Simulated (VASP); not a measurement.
# CaO (Pm-3m) in VASP: settings compared, part 2 of 2

VASP 6.6.1. The steps go on from the part before.

## (4) Single point, PBE-based screened hybrid with 35 % exact exchange

File POSCAR:

```
CaO
1.0
    2.9032089648      0.0000000000      0.0000000000
    0.0000000000      2.9032089648      0.0000000000
    0.0000000000      0.0000000000      2.9032089648
Ca O
1 1
Direct
    0.0000000000      0.0000000000      0.0000000000
    0.5000000000      0.5000000000      0.5000000000
```

File INCAR.step1:

```
SYSTEM = CaO
PREC     = Accurate       ! precision mode
ENCUT    = 520            ! plane-wave cutoff, eV
EDIFF    = 1E-5           ! SCF threshold, eV
ISMEAR   = 0              ! smearing method
SIGMA    = 0.01           ! smearing width, eV
LREAL    = .False.        ! projectors in reciprocal space
LASPH    = .True.         ! aspherical terms in the spheres
NELM     = 100            ! most SCF steps
ALGO     = Normal         ! electronic algorithm
ISIF     = 2              ! what is computed and relaxed
LWAVE    = .True.         ! write WAVECAR
LCHARG   = .False.        ! write CHGCAR
GGA      = PE             ! functional
NBANDS   = 15             ! bands
```

File INCAR.step2:

```
SYSTEM = CaO
PREC     = Accurate       ! precision mode
ENCUT    = 520            ! plane-wave cutoff, eV
EDIFF    = 1E-6           ! SCF threshold, eV
ISMEAR   = 0              ! smearing method
SIGMA    = 0.01           ! smearing width, eV
LREAL    = .False.        ! projectors in reciprocal space
LASPH    = .True.         ! aspherical terms in the spheres
NELM     = 100            ! most SCF steps
ALGO     = Normal         ! electronic algorithm
ISIF     = 2              ! what is computed and relaxed
LWAVE    = .False.        ! write WAVECAR
LCHARG   = .False.        ! write CHGCAR
GGA      = PE             ! functional
LHFCALC  = .True.         ! exact exchange
AEXX     = 0.35           ! exact-exchange fraction
HFSCREEN = 0.1            ! screening, 1/A
PRECFOCK = Normal       
ISTART   = 1            
NBANDS   = 15             ! bands
```

File KPOINTS:

```
Automatic mesh
0
Gamma
  4 4 4
  0 0 0
```

Potentials or basis: VASP PAW PBE potentials, release 64 (Ca_sv, O).

Run with:

```console
$ cat potpaw_PBE.64/Ca_sv/POTCAR potpaw_PBE.64/O/POTCAR > POTCAR
$ cp INCAR.step1 INCAR
$ mpirun -np 1 vasp_std > vasp.out
$ cp INCAR.step2 INCAR
$ mpirun -np 1 vasp_std > vasp.out
```

OUTCAR:

```text
SYSTEM = CaO
   PREC = Accurate
   ENCUT = 520
   EDIFF = 1E-6
   ISMEAR = 0
   LREAL = .False.
   LASPH = .True.
   NELM = 100
   ISIF = 2
   GGA = PE
   LHFCALC = .True.
   AEXX = 0.35
   HFSCREEN = 0.1
   PRECFOCK = Normal
   ISTART = 1

 ion  position               nearest neighbor table
   1  0.000  0.000  0.000-   2 2.51   2 2.51   2 2.51   2 2.51   2 2.51   2 2.51   2 2.51   2 2.51

   2  0.500  0.500  0.500-   1 2.51   1 2.51   1 2.51   1 2.51   1 2.51   1 2.51   1 2.51   1 2.51

  LATTYP: Found a simple cubic cell.
 ALAT       =     2.9032089648

  Lattice vectors:

 A1 = (   2.9032089648,   0.0000000000,   0.0000000000)
 A2 = (   0.0000000000,   2.9032089648,   0.0000000000)
 A3 = (   0.0000000000,   0.0000000000,   2.9032089648)

Analysis of symmetry for initial positions (statically):
=====================================================================
 Subroutine PRICEL returns:
 Original cell was already a primitive cell.

 Routine SETGRP: Setting up the symmetry group for a
 simple cubic supercell.

 Subroutine GETGRP returns: Found 48 space group operations
 (whereof 48 operations were pure point group operations)
 out of a pool of 48 trial point group operations.

The static configuration has the point symmetry O_h .

Analysis of symmetry for dynamics (positions and initial velocities):
=====================================================================
 Subroutine PRICEL returns:
 Original cell was already a primitive cell.

 Routine SETGRP: Setting up the symmetry group for a
 simple cubic supercell.

 Subroutine GETGRP returns: Found 48 space group operations
 (whereof 48 operations were pure point group operations)
 out of a pool of 48 trial point group operations.

The dynamic configuration has the point symmetry O_h .

 Subroutine INISYM returns: Found 48 space group operations
 (whereof 48 operations are pure point group operations),
 and found     1 'primitive' translations

[... 116 lines left out ...]
   LEPSILON=     F    determine dielectric tensor
   LRPA    =     F    only Hartree local field effects (RPA)
 non-spin polarized calculation
 Gauss-broadening in eV      SIGMA  =   0.01
  energy-cutoff  :      520.00
  volume of cell :       24.47
 maximum number of plane-waves:       691
 NGX is ok and might be reduce to    24
  NGX = 18; NGY = 18; NGZ = 18

 number of electron      15.9999997 magnetization

 Free energy of the ion-electron system (eV)
  ---------------------------------------------------
  ext. energy  EPLUGINS =         0.00000000
  ---------------------------------------------------
  free energy    TOTEN  =       -15.17825874 eV

  energy without entropy =      -15.17825874  energy(sigma->0) =      -15.17825874

 E-fermi :   2.6047     XC(G=0):  -8.1571

 val. band max:        2.4949849907   @ k =   0.5000   0.5000   0.0000
 cond. band min:       8.2365024413   @ k =   0.0000   0.0000   0.0000
 fundamental gap:      5.7415174506
 Fermi energy:         2.6046672280

 k-point     1 :       0.0000    0.0000    0.0000
  band No.  band energies     occupation
      1     -40.5668      2.00000
      2     -18.9155      2.00000
      3     -18.9155      2.00000
      4     -18.9155      2.00000
      5     -16.1871      2.00000
      6       2.1290      2.00000
      7       2.1290      2.00000
      8       2.1290      2.00000
      9       8.2365      0.00000
     10       8.2365      0.00000
     11      10.4382      0.00000
     12      14.7039      0.00000
     13      14.7039      0.00000
     14      14.7039      0.00000
[... 149 lines left out ...]
      2     -19.6807      2.00000
      3     -19.6807      2.00000
      4     -19.6807      2.00000
      5     -14.8309      2.00000
      6      -1.2881      2.00000
      7      -1.2881      2.00000
      8      -1.2881      2.00000
      9      14.0683      0.00000
     10      14.0683      0.00000
     11      14.0683      0.00000
     12      16.5604      0.00000
     13      16.5604      0.00000
     14      17.9980      0.00000
     15      17.9980      0.00000

------------------------ aborting loop because EDIFF is reached ----------------------------------------

  FORCE on cell =-STRESS in cart. coord.  units (eV):
  Direction    XX          YY          ZZ          XY          YZ          ZX
  --------------------------------------------------------------------------------------
  -------------------------------------------------------------------------------------
  Total       -0.0361695     -0.0361695     -0.0361695      0.0000000      0.0000000      0.0000000
  in kB       -2.3682002     -2.3682002     -2.3682002      0.0000000      0.0000000      0.0000000
  external PRESSURE =      -2.3682002 kB  Pullay stress =       0.0000000 kB

 VOLUME and BASIS-vectors are now :
 -----------------------------------------------------------------------------
  energy-cutoff  :      520.00
  volume of cell :       24.47
      direct lattice vectors                 reciprocal lattice vectors
     2.903208965  0.000000000  0.000000000     0.344446443  0.000000000  0.000000000
     0.000000000  2.903208965  0.000000000     0.000000000  0.344446443  0.000000000
     0.000000000  0.000000000  2.903208965     0.000000000  0.000000000  0.344446443

 POSITION                                       TOTAL-FORCE (eV/Angst)
 -----------------------------------------------------------------------------------
      0.00000      0.00000      0.00000         0.000000      0.000000      0.000000
      1.45160      1.45160      1.45160         0.000000      0.000000      0.000000
 -----------------------------------------------------------------------------------
    total drift:                               -0.000000     -0.000000     -0.000000

  FREE ENERGIE OF THE ION-ELECTRON SYSTEM (eV)
  ---------------------------------------------------
  free  energy   TOTEN  =       -15.1782587395 eV

  energy  without entropy=      -15.1782587395  energy(sigma->0) =      -15.17825874
```

Run time: 2.5 min. Hardware: 1 thread of Oxide Virtual Turin-like, shared host; peak memory 0.21 GiB.

What came out:

```yaml
Free_energy: -15.1783 eV
Pressure: -0.2 GPa
Band_gap_on_the_k_mesh: 5.74 eV (least direct gap 6.11 eV)
```

Levels at points of the mesh, in eV from the valence-band top:
```csv
k point,band 4,band 5,band 6,band 7,band 8,band 9,band 10,band 11,band 12,band 13
"(0.00, 0.00, 0.00)",-21.41,-18.68,-0.37,-0.37,-0.37,5.74,5.74,7.94,12.21,12.21
"(0.50, 0.00, 0.00)",-21.27,-17.21,-4.26,-0.86,-0.86,6.97,10.66,11.84,11.84,12.59
"(0.50, 0.50, 0.00)",-21.16,-17.91,-2.44,-2.44,0.00,6.90,7.87,10.00,10.00,13.90
"(0.50, 0.50, 0.50)",-22.18,-17.33,-3.78,-3.78,-3.78,11.57,11.57,11.57,14.07,14.07
```

Caveat: the k points lie up to 0.54 Å⁻¹ apart; the structure was generated, so it needn't be the stable form of CaO; the PAW data sets were made with another functional, which shifts forces and pressure a little.

## (5) Overview

| level | share of exact exchange | screening parameter | gap on the mesh (eV) | pressure (GPa) |
| --- | --- | --- | --- | --- |
| PBE-based screened hybrid with 15 % exact exchange | 0.15 | 0.5 1/Å | 3.35 | 2.8 |
| PBE-based screened hybrid with 50 % exact exchange | 0.5 | 0.2078 1/Å | 6.31 | -1.8 |
| PBE-based screened hybrid with 35 % exact exchange | 0.35 | 0.1 1/Å | 5.74 | -0.2 |

Alike in all rows: task single point; potentials or basis VASP PAW PBE potentials, release 64 (Ca_sv, O); no spin polarisation; cell as given; k mesh 4 × 4 × 4; cutoff (eV) 520; smearing gaussian 0.01 eV.

Caveats: all runs use coarse meshes; the structure was generated, so it needn't be the stable form of CaO; the PAW data sets were made with another functional, which shifts forces and pressure a little.

Total energies depend on the potentials used, so only differences within one code and one set of settings carry meaning.
